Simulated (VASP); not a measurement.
Write the native input for VASP 6.6.1 that does the following.

```yaml
Task: single point
Functional: PBEsol
Potentials_or_basis: VASP PAW PBE potentials, release 64 (Sn_d, Ge_d)
Cutoff: 520 eV
k_mesh: 12 × 12 × 4
Occupations: gaussian, width 0.1 eV
Spin: no spin polarisation
Dipole_correction: no
Further_INCAR_settings: ALGO = Fast; EDIFF = 1e-06; NBANDS = 51
```

The structure of Sn2Ge lies in POSCAR:

```
Sn2Ge
1.0
    4.4979755647      0.0000000000      0.0000000000
   -2.2489877824      3.8953611047      0.0000000000
    0.0000000000      0.0000000000     11.0582846443
Sn Ge
4 2
Direct
    0.3333333333      0.6666666667      0.8089017327
    0.6666666667      0.3333333333      0.1910982673
    0.3333333333      0.6666666667      0.5489270103
    0.6666666667      0.3333333333      0.4510729897
    0.0000000000      0.0000000000      0.8866967678
    0.0000000000      0.0000000000      0.1133032322
```

One way to write it, as run:

INCAR

```
ALGO = Fast
EDIFF = 1E-6
ENCUT = 520
GGA = PS
ISIF = 2
ISMEAR = 0
LASPH = T
LCHARG = F
LREAL = F
LWAVE = F
NBANDS = 51
NELM = 80
PREC = Accurate
SIGMA = 0.1
```

KPOINTS

```
k-points
0
Gamma
  12 12 4
```

Potentials or basis: VASP PAW PBE potentials, release 64 (Sn_d, Ge_d).

The run is started by

```sh
$ cat potpaw_PBE.64/Sn_d/POTCAR potpaw_PBE.64/Ge_d/POTCAR > POTCAR
$ mpirun -np 1 vasp_std > vasp.out
```

Results of the run:

```json
{"Pressure": "-2.2 GPa", "Largest force": "0.031 eV/Å", "Band gap on the k mesh": "zero (bands 42 and 43 overlap by 0.28 eV)"}
```

Caveat: semilocal functionals underestimate gaps, so a narrow gap can read as zero; the PAW data sets were made with another functional, which shifts forces and pressure a little; spin-orbit coupling is left out, which moves the levels of the heavy elements.

It took 17 min on 1 thread of Intel(R) Xeon(R) Platinum 8488C (Sapphire Rapids) (shared host), peak memory 0.67 GiB.
